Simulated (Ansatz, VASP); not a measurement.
## One calculation of AlGaN2, two programs

File POSCAR:

```
AlGaN2
1.0
    3.1879902044      0.0000000000      0.0000000000
    0.0000000000      3.1879902044      0.0000000000
    0.0000000000      0.0000000000      4.2911228018
Al Ga N
1 1 2
Direct
    0.5000000000      0.5000000000      0.5000000000
    0.0000000000      0.0000000000      0.0000000000
    0.5000000000      0.0000000000      0.7382648100
    0.0000000000      0.5000000000      0.2617351900
```

The input INCAR.step1:

```
SYSTEM = AlGaN2
ALGO = Normal ; EDIFF = 1E-4
ENCUT = 520 ; GGA = PE
ISMEAR = 0 ; LASPH = .True.
LCHARG = .False. ; LREAL = .False.
LWAVE = .True. ; NBANDS = 21
NELM = 100 ; PREC = Accurate
SIGMA = 0.05
```

INCAR.step2

```
SYSTEM = AlGaN2
ALGO = Normal ; EDIFF = 1E-6
ENCUT = 520 ; ISIF = 2
ISMEAR = 0 ; ISTART = 1
LASPH = .True. ; LCHARG = .False.
LMIXTAU = .True. ; LREAL = .False.
LWAVE = .False. ; METAGGA = R2SCAN
NBANDS = 21 ; NELM = 100
PREC = Accurate ; SIGMA = 0.05
```

KPOINTS

```
k-points
0
Gamma
  8 8 6
  0 0 0
```

Input for Ansatz:

```yaml
crystal:
  lattice:
    - [3.1879902044, 0.0, 0.0]
    - [0.0, 3.1879902044, 0.0]
    - [0.0, 0.0, 4.2911228018]
  atoms:
    - { symbol: Al, position: [0.5, 0.5, 0.5] }
    - { symbol: Ga, position: [0.0, 0.0, 0.0] }
    - { symbol: "N", position: [0.5, 0.0, 0.73826481] }
    - { symbol: "N", position: [0.0, 0.5, 0.26173519] }
basis:
  ecutwfc: 500
kpoints:
  mp_grid: { grid: [8, 8, 6] }
hamiltonian:
  xc: r2scan
scf:
  occupations: { method: gaussian, width: 0.05 }
output:
  forces: true
  stress: true
  eigenvalues: true
  write_density: true
  write_potential: true
  elf: true
  volumetric_format: npy
```

Change from the starting cell: strain +0.015 along x and y, -0.030 along z, atoms carried along.

Alike in both runs: task single point; functional r2SCAN; k mesh 8 × 8 × 6; occupations gaussian, width 0.05 eV; no spin polarisation.

|  | VASP | Ansatz |
| --- | --- | --- |
| version | VASP 6.6.1 | Ansatz 0.2.0 |
| potentials or method | VASP PAW PBE potentials, release 64 (Al, Ga_d, N), cutoff 520 eV | scalar-relativistic, plane waves, PAW |
| valence electrons in the cell | 26 | 26 |

```csv
,VASP,Ansatz,Ansatz less VASP
gap on the k mesh at the Fermi level (eV),3.41,3.40,-0.009
least direct gap on the mesh (eV),3.41,3.40,-0.009
pressure (GPa),-0.2,-0.5,-0.29
"traceless stress, the component that is largest in VASP (GPa)",3.73,3.71,-0.017
rms of the force components (eV/Å),0.031,0.004,-0.0268
```

VASP's potentials were made for PBE, not for r2SCAN. Atom by atom the forces differ by 0.036 eV/Å (rms over components). The functional is the same, so the differences come from potentials, cutoffs and numerics.
